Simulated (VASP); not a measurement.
# MgS (Fm-3m) in VASP: settings compared

The runs below take MgS through relaxation of the atoms, single point, with r2SCAN, HSE06.

Program: VASP 6.6.1. These are calculated values, not measurements. Logs are shortened: lines on timing, memory, paths and dates and some standing lists are left out, and cuts for length are marked.

## Step 1: The cell of the first run

The structure is cubic, space group Fm-3m (No. 225). Conventional cell: a = 5.273 Å, b = 5.273 Å, c = 5.273 Å, α = 90.00°, β = 90.00°, γ = 90.00°. Within 3.5 Å of Mg (site symmetry m-3m) lie 6 S at 2.64 Å. S (site symmetry m-3m) has 6 Mg at 2.64 Å within 3.5 Å.

## Step 2: Relaxation of the atoms, r2SCAN

Input file POSCAR:

```
MgS
1.0
    0.0000000000      2.6367087200      2.6367087200
    2.6367087200      0.0000000000      2.6367087200
    2.6367087200      2.6367087200      0.0000000000
Mg S
1 1
Direct
    0.0000000000      0.0000000000      0.0000000000
    0.5000000000      0.5000000000      0.5000000000
```

Input file INCAR.step1:

```
SYSTEM = MgS
PREC = Accurate
ENCUT = 520
ISMEAR = -1
SIGMA = 0.02
LREAL = .FALSE.
LASPH = .TRUE.
NELM = 100
GGA = PE
ALGO = Normal
EDIFF = 1E-4
LWAVE = .TRUE.
LCHARG = .FALSE.
```

Input file INCAR.step2:

```
SYSTEM = MgS
PREC = Accurate
ENCUT = 520
EDIFF = 1E-6
ISMEAR = -1
SIGMA = 0.02
LREAL = .FALSE.
LASPH = .TRUE.
NELM = 100
ALGO = Normal
ISIF = 2
LWAVE = .FALSE.
LCHARG = .FALSE.
METAGGA = R2SCAN
LMIXTAU = .TRUE.
IBRION = 2
NSW = 50
EDIFFG = -0.01
ISTART = 1
```

Input file KPOINTS:

```
Automatic mesh
0
G
  10 10 10
  0 0 0
```

Potentials or basis: VASP PAW PBE potentials, release 64 (Mg, S).

Launch:

```sh
> cat potpaw_PBE.64/Mg/POTCAR potpaw_PBE.64/S/POTCAR > POTCAR
> cp INCAR.step1 INCAR
> mpirun -np 1 vasp_std > vasp.out
> cp INCAR.step2 INCAR
> mpirun -np 1 vasp_std > vasp.out
```

OUTCAR:

```text
SYSTEM = MgS
   PREC = Accurate
   ENCUT = 520
   EDIFF = 1E-6
   ISMEAR = -1
   LREAL = .FALSE.
   LASPH = .TRUE.
   NELM = 100
   ISIF = 2
   METAGGA = R2SCAN
   IBRION = 2
   NSW = 50
   EDIFFG = -0.01
   ISTART = 1

 ion  position               nearest neighbor table
   1  0.000  0.000  0.000-   2 2.64   2 2.64   2 2.64   2 2.64   2 2.64   2 2.64
   2  0.500  0.500  0.500-   1 2.64   1 2.64   1 2.64   1 2.64   1 2.64   1 2.64

  LATTYP: Found a face centered cubic cell.
 ALAT       =     5.2734174400

  Lattice vectors:

 A1 = (   0.0000000000,   2.6367087200,   2.6367087200)
 A2 = (   2.6367087200,   0.0000000000,   2.6367087200)
 A3 = (   2.6367087200,   2.6367087200,   0.0000000000)

Analysis of symmetry for initial positions (statically):
=====================================================================
 Subroutine PRICEL returns:
 Original cell was already a primitive cell.

 Routine SETGRP: Setting up the symmetry group for a
 face centered cubic supercell.

 Subroutine GETGRP returns: Found 48 space group operations
 (whereof 48 operations were pure point group operations)
 out of a pool of 48 trial point group operations.

The static configuration has the point symmetry O_h .

Analysis of symmetry for dynamics (positions and initial velocities):
=====================================================================
 Subroutine PRICEL returns:
 Original cell was already a primitive cell.

 Routine SETGRP: Setting up the symmetry group for a
 face centered cubic supercell.

 Subroutine GETGRP returns: Found 48 space group operations
 (whereof 48 operations were pure point group operations)
 out of a pool of 48 trial point group operations.

The dynamic configuration has the point symmetry O_h .

 Subroutine INISYM returns: Found 48 space group operations
 (whereof 48 operations are pure point group operations),
 and found     1 'primitive' translations

----------------------------------------------------------------------------------------

                                     Primitive cell

  volume of cell :      36.6620

  direct lattice vectors                    reciprocal lattice vectors
     0.000000000  2.636708720  2.636708720    -0.189630351  0.189630351  0.189630351
     2.636708720  0.000000000  2.636708720     0.189630351 -0.189630351  0.189630351
     2.636708720  2.636708720  0.000000000     0.189630351  0.189630351 -0.189630351

[... 81 lines left out ...]
   ENCUT  =  520.0 eV  38.22 Ry    6.18 a.u.   6.93  6.93  6.93*2*pi/ulx,y,z
   NELM   =    100;   NELMIN=  2; NELMDL=  0     # of ELM steps
   EDIFF  = 0.1E-05   stopping-criterion for ELM
   LREAL  =      F    real-space projection
   EDIFFG = -.1E-01   stopping-criterion for IOM
   NSW    =     50    number of steps for IOM
   IBRION =      2    ionic relax: 0-MD 1-quasi-New 2-CG
   NFREE  =      1    steps in history (QN), initial steepest desc. (CG)
   ISIF   =      2    stress and relaxation
   ISYM   =      2    0-nonsym 1-usesym 2-fastsym
   POTIM  = 0.5000    time-step for ionic-motion
   TEBEG  =    0.0;   TEEND  =   0.0 temperature during run
   PSTRESS=    0.0 pullay stress
   NELECT =       8.0000    total number of electrons
   NUPDOWN=      -1.0000    fix difference up-down
   EMIN   =  10.00;   EMAX   =-10.00  energy-range for DOS
   EFERMI =   0.00;   METHOD = LEGACY
   ISMEAR =    -1;   SIGMA  =   0.02  broadening in eV -4-tet -1-fermi 0-gaus
   EFERMI_NEDOS =   21; number of points for ismear=-14 and -15
   IALGO  =     38    algorithm
   IMIX   =      4    mixing-type and parameters
     AMIX     =   0.40;   BMIX     =  1.00
     AMIX_MAG =   1.60;   BMIX_MAG =  1.00
  volume/ion in A,a.u.               =      18.33       123.70
  Fermi-wavevector in a.u.,A,eV,Ry     =   0.985597  1.862508 13.216717  0.971401
  Thomas-Fermi vector in A             =   2.116916
   LORBIT       =      0    0 simple, 1 ext, 2 COOP (PROOUT), +10 PAW based schemes
   METAGGA = R2SCAN    functional components
   LHFCALC =     F    Hartree Fock is set to
   AEXX    =    0.0000 exact exchange contribution
   IVDW    =     0    specifies the selected vdW correction
   LEPSILON=     F    determine dielectric tensor
   LRPA    =     F    only Hartree local field effects (RPA)
 conjugate gradient relaxation of ions
 non-spin polarized calculation
  energy-cutoff  :      520.00
  volume of cell :       36.66
 maximum number of plane-waves:       999
   NGX = 13   NGY = 13   NGZ = 13

 number of electron       8.0000001 magnetization

 Free energy of the ion-electron system (eV)
  ---------------------------------------------------
  ext. energy  EPLUGINS =         0.00000000
  ---------------------------------------------------
  free energy    TOTEN  =       -15.49297405 eV

  energy without entropy =      -15.49297405  energy(sigma->0) =      -15.49297405

 E-fermi :   3.5426     XC(G=0):  -9.9136

 val. band max:        3.1437654946   @ k =   0.0000   0.0000   0.0000
 cond. band min:       6.4889650719   @ k =   0.5000   0.5000   0.0000
 fundamental gap:      3.3451995772
 Fermi energy:         3.5426132943

 k-point     1 :       0.0000    0.0000    0.0000
  band No.  band energies     occupation
      1      -9.8112      2.00000
      2       3.1438      2.00000
      3       3.1438      2.00000
      4       3.1438      2.00000
      5       7.4285      0.00000
      6      11.6983      0.00000
      7      11.6983      0.00000
      8      11.6983      0.00000
[... 243 lines left out ...]
 k-point    24 :       0.4000    0.3000    0.0000
  band No.  band energies     occupation
      1      -8.5925      2.00000
      2      -0.3326      2.00000
      3       1.5710      2.00000
      4       1.8213      2.00000
      5       7.6428      0.00000
      6       9.0059      0.00000
      7      13.2497      0.00000
      8      14.2414      0.00000

 [... further k-points ...]
[... 5 lines left out ...]
  --------------------------------------------------------------------------------------
  -------------------------------------------------------------------------------------
  Total       -0.7792508     -0.7792508     -0.7792508     -0.0000000     -0.0000000      0.0000000
  in kB      -34.0542526    -34.0542526    -34.0542526     -0.0000000     -0.0000000      0.0000000
  external PRESSURE =     -34.0542526 kB  Pullay stress =       0.0000000 kB

 VOLUME and BASIS-vectors are now :
 -----------------------------------------------------------------------------
  energy-cutoff  :      520.00
  volume of cell :       36.66
      direct lattice vectors                 reciprocal lattice vectors
     0.000000000  2.636708720  2.636708720    -0.189630351  0.189630351  0.189630351
     2.636708720  0.000000000  2.636708720     0.189630351 -0.189630351  0.189630351
     2.636708720  2.636708720  0.000000000     0.189630351  0.189630351 -0.189630351

 POSITION                                       TOTAL-FORCE (eV/Angst)
 -----------------------------------------------------------------------------------
      0.00000      0.00000      0.00000         0.000000     -0.000000      0.000000
      2.63671      2.63671      2.63671        -0.000000      0.000000     -0.000000
 -----------------------------------------------------------------------------------
    total drift:                                0.000000      0.000000      0.000000

  FREE ENERGIE OF THE ION-ELECTRON SYSTEM (eV)
  ---------------------------------------------------
  free  energy   TOTEN  =       -15.4929740519 eV

  energy  without entropy=      -15.4929740519  energy(sigma->0) =      -15.49297405

 reached required accuracy - stopping structural energy minimisation
```

OUTCAR.step1:

```text
SYSTEM = MgS
   PREC = Accurate
   ENCUT = 520
   ISMEAR = -1
   LREAL = .FALSE.
   LASPH = .TRUE.
[... 484 lines left out ...]
      0.00000      0.00000      0.00000        -0.000000     -0.000000     -0.000000
      2.63671      2.63671      2.63671         0.000000      0.000000      0.000000
 -----------------------------------------------------------------------------------
    total drift:                                0.000000      0.000000      0.000000

  FREE ENERGIE OF THE ION-ELECTRON SYSTEM (eV)
  ---------------------------------------------------
  free  energy   TOTEN  =        -8.4966442137 eV

  energy  without entropy=       -8.4966442137  energy(sigma->0) =       -8.49664421
```

OSZICAR.step1:

```text
N       E                     dE             d eps       ncg     rms          rms(c)
DAV:   1     0.246621042127E+02    0.24662E+02   -0.36716E+03   792   0.818E+02
DAV:   2    -0.775574323035E+01   -0.32418E+02   -0.30533E+02  1032   0.106E+02
DAV:   3    -0.891462294622E+01   -0.11589E+01   -0.11589E+01   888   0.273E+01
DAV:   4    -0.891965323381E+01   -0.50303E-02   -0.50303E-02  1264   0.205E+00
DAV:   5    -0.891965759722E+01   -0.43634E-05   -0.43633E-05   952   0.522E-02    0.424E+00
DAV:   6    -0.853852983337E+01    0.38113E+00   -0.10089E+00   784   0.490E+00    0.332E+00
DAV:   7    -0.849709608477E+01    0.41434E-01   -0.23769E-01  1008   0.257E+00    0.224E+00
DAV:   8    -0.849681907812E+01    0.27701E-03   -0.14396E-02   856   0.101E+00    0.884E-01
DAV:   9    -0.849660576586E+01    0.21331E-03   -0.61613E-04   920   0.197E-01    0.290E-01
DAV:  10    -0.849664421366E+01   -0.38448E-04   -0.16266E-04   688   0.828E-02
   1 F= -.84966442E+01 E0= -.84966442E+01  d E =-.584598E-11
```

Wall time 37 s (1 thread of AMD EPYC 9R45 (Zen 5), shared host); peak memory 0.14 GiB.

Results:

| Quantity | Value |
| --- | --- |
| Free energy | -15.4930 eV |
| Pressure after relaxing | -3.4 GPa |
| Band gap on the k mesh | 3.35 eV (least direct gap 4.28 eV) |

Final structure:
```cif
data_structure
_symmetry_space_group_name_H-M 'P 1'
_symmetry_Int_Tables_number 1
_cell_length_a 3.7289
_cell_length_b 3.7289
_cell_length_c 3.7289
_cell_angle_alpha 60.000
_cell_angle_beta 60.000
_cell_angle_gamma 60.000
_cell_volume 36.66
loop_
_atom_site_label
_atom_site_type_symbol
_atom_site_fract_x
_atom_site_fract_y
_atom_site_fract_z
_atom_site_occupancy
Mg1 Mg 0.00000 0.00000 0.00000 1
S1 S 0.50000 0.50000 0.50000 1
```

Caveat: the relaxation stopped at its first step, so nothing moved; the PAW data sets were made with another functional, which shifts forces and pressure a little. A k mesh can miss the band edges.

## Step 3: Relaxation of the atoms, r2SCAN

This run uses another cell than the first one, of 18.68 Å³/atom.

Input file POSCAR:

```
MgS
1.0
    0.0000000000      2.6535035000      2.6535035000
    2.6535035000      0.0000000000      2.6535035000
    2.6535035000      2.6535035000      0.0000000000
Mg S
1 1
Direct
    0.0000000000      0.0000000000      0.0000000000
    0.5000000000      0.5000000000      0.5000000000
```

Input file INCAR.step1:

```
ALGO = Normal ; EDIFF = 1E-4
ENCUT = 520 ; GGA = PE
ISMEAR = -1 ; LASPH = T
LCHARG = F ; LREAL = F
LWAVE = T ; NELM = 80
PREC = Accurate ; SIGMA = 0.02
```

Input file INCAR.step2:

```
ALGO = Normal ; EDIFF = 1E-7
EDIFFG = -0.01 ; ENCUT = 520
IBRION = 2 ; ISIF = 2
ISMEAR = -1 ; ISTART = 1
LASPH = T ; LCHARG = F
LMIXTAU = T ; LREAL = F
LWAVE = F ; METAGGA = R2SCAN
NELM = 80 ; NSW = 50
PREC = Accurate ; SIGMA = 0.02
```

Input file KPOINTS:

```
k-points
0
Gamma
  10 10 10
```

Potentials or basis: VASP PAW PBE potentials, release 64 (Mg, S).

Launch:

```sh
> cat potpaw_PBE.64/Mg/POTCAR potpaw_PBE.64/S/POTCAR > POTCAR
> cp INCAR.step1 INCAR
> mpirun -np 1 vasp_std > vasp.out
> cp INCAR.step2 INCAR
> mpirun -np 1 vasp_std > vasp.out
```

Run time: 36 s. Hardware: 1 thread of AMD EPYC 9R45 (Zen 5), shared host; peak memory 0.14 GiB.

It converged, with:

| Property | Result |
| --- | --- |
| Free energy | -15.4754 eV |
| Pressure after relaxing | -4.6 GPa |
| Band gap on the k mesh | 3.30 eV (least direct gap 4.13 eV) |

Final structure:
```
Mg S
1.0
     0.00000    2.65350    2.65350
     2.65350    0.00000    2.65350
     2.65350    2.65350    0.00000
Mg S
1 1
Direct
  0.00000 0.00000 0.00000
  0.50000 0.50000 0.50000
```

Levels at points of the mesh, in eV from the valence-band top:
```
           k point  band 1  band 2  band 3  band 4  band 5  band 6  band 7  band 8
(0.00, 0.00, 0.00)  -12.85    0.00    0.00    0.00    4.13    8.56    8.56    8.56
(0.50, 0.00, 0.00)  -11.67   -4.56   -0.55   -0.55    5.12    7.43    7.43   10.56
(0.50, 0.50, 0.00)  -11.33   -3.96   -1.60   -1.60    3.30    5.09   12.53   13.30
```

Caveat: the relaxation stopped at its first step, so nothing moved; the PAW data sets were made with another functional, which shifts forces and pressure a little. r2SCAN opens gaps a little over a GGA but as a rule still falls short of measured ones.

[end of part 1 of 2]
